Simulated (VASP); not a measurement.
Write the native input for VASP 6.6.1 that does the following.

```yaml
Task: single point
Functional: PBEsol
Potentials_or_basis: VASP PAW PBE potentials, release 64 (Pt)
Cutoff: 520 eV
k_mesh: 15 × 15 × 4
Occupations: fermi-dirac, width 0.1 eV
Spin: no spin polarisation
Dipole_correction: no
Further_INCAR_settings: ALGO = Normal; EDIFF = 1e-06; NBANDS = 28
```

The structure of Pt lies in POSCAR:

```
Pt
1.0
    2.7177578358      0.0000000000      0.0000000000
   -1.3588789179      2.3536473271      0.0000000000
    0.0000000000      0.0000000000      9.0627459413
Pt
4
Direct
    1.0000000000      0.0000000000      0.0000000000
    1.0000000000      0.0000000000      0.5000000000
    0.3333333333      0.6666666667      0.2500000000
    0.6666666667      0.3333333333      0.7500000000
```

This cell differs from its parent crystal: volume scaled by 0.96.

The input as run:

INCAR

```
SYSTEM = Pt
  PREC = Accurate
  ENCUT = 520
  EDIFF = 1E-6
  ISMEAR = -1
  SIGMA = 0.1
  LREAL = .False.
  LASPH = .True.
  NELM = 80
  ALGO = Normal
  ISIF = 2
  LWAVE = .False.
  LCHARG = .False.
  GGA = PS
  NBANDS = 28
```

KPOINTS

```
Automatic mesh
0
Gamma
  15 15 4
  0 0 0
```

Potentials or basis: VASP PAW PBE potentials, release 64 (Pt).

Command:

```console
$ cat potpaw_PBE.64/Pt/POTCAR > POTCAR
$ mpirun -np 1 vasp_std > vasp.out
```

Results of the run:

```
Pressure               : 12.5 GPa
Band gap on the k mesh : zero (band 20 reaches 12.31 eV, above the bottom of band 21 at 10.86 eV)
```

Caveat: the PAW data sets were made with another functional, which shifts forces and pressure a little; spin-orbit coupling is left out, which moves the levels of the heavy elements.

Run time: 46 s on 1 thread of Intel(R) Xeon(R) 6975P-C (Granite Rapids) (shared host), peak memory 0.23 GiB.
